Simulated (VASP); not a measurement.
Wanted: the native input for a VASP 6.6.1 run.

| Item | Value |
| --- | --- |
| Task | single point |
| Functional | PBE-based screened hybrid |
| Potentials or basis | VASP PAW PBE potentials, release 64 (Te) |
| Cutoff | 520 eV |
| k mesh | 4 × 4 × 3 |
| Occupations | fermi-dirac, width 0.05 eV |
| Spin | no spin polarisation |
| Dipole correction | no |
| Grid for exact exchange (PRECFOCK) | Normal |
| Share of exact exchange | 0.25 |
| Further INCAR settings | ALGO = Normal; EDIFF = 1e-06; NBANDS = 16 |
| Screening parameter | 0.20787 1/Å |

Crystal: Te.

```
Te
1.0
     4.45400    0.00000    0.00000
    -2.22700    3.85728    0.00000
     0.00000    0.00000    5.92400
Te
3
Direct
  0.73100 0.73100 0.00000
  0.00000 0.26900 0.66667
  0.26900 0.00000 0.33333
```

The input as run:

POSCAR

```
Te
1.0
    4.4540000000      0.0000000000      0.0000000000
   -2.2270000000      3.8572771485      0.0000000000
    0.0000000000      0.0000000000      5.9240000000
Te
3
Direct
    0.7310000000      0.7310000000      0.0000000000
    0.0000000000      0.2690000000      0.6666666667
    0.2690000000      0.0000000000      0.3333333333
```

INCAR.step1

```
SYSTEM = Te
ALGO = Normal ; EDIFF = 1E-5
ENCUT = 520 ; GGA = PE
ISIF = 2 ; ISMEAR = -1
LASPH = .TRUE. ; LREAL = .FALSE.
LWAVE = .TRUE. ; NBANDS = 16
NELM = 100 ; PREC = Accurate
SIGMA = 0.05
```

INCAR.step2

```
SYSTEM = Te
AEXX = 0.25 ; ALGO = Normal
EDIFF = 1E-6 ; ENCUT = 520
GGA = PE ; HFSCREEN = 0.2078699
ISIF = 2 ; ISMEAR = -1
ISTART = 1 ; LASPH = .TRUE.
LCHARG = .TRUE. ; LELF = .TRUE.
LHFCALC = .TRUE. ; LREAL = .FALSE.
LVHAR = .TRUE. ; LWAVE = .FALSE.
NBANDS = 16 ; NELM = 100
PREC = Accurate ; PRECFOCK = Normal
SIGMA = 0.05
```

KPOINTS

```
k-points
0
G
  4 4 3
  0 0 0
```

Potentials or basis: VASP PAW PBE potentials, release 64 (Te).

Command:

```sh
$ cat potpaw_PBE.64/Te/POTCAR > POTCAR
$ cp INCAR.step1 INCAR
$ mpirun -np 1 vasp_std > vasp.out
$ cp INCAR.step2 INCAR
$ mpirun -np 1 vasp_std > vasp.out
```

It gave:

- Pressure: -0.7 GPa
- Largest force: 0.325 eV/Å
- Band gap on the k mesh: 1.26 eV, indirect (least direct gap 1.47 eV)

Caveat: the PAW data sets were made with another functional, which shifts forces and pressure a little; spin-orbit coupling is left out, which moves the levels of the heavy elements.

Run time: 8.1 min on 1 thread of Intel(R) Xeon(R) Platinum 8488C (Sapphire Rapids), with other jobs on the host, peak memory 0.35 GiB.
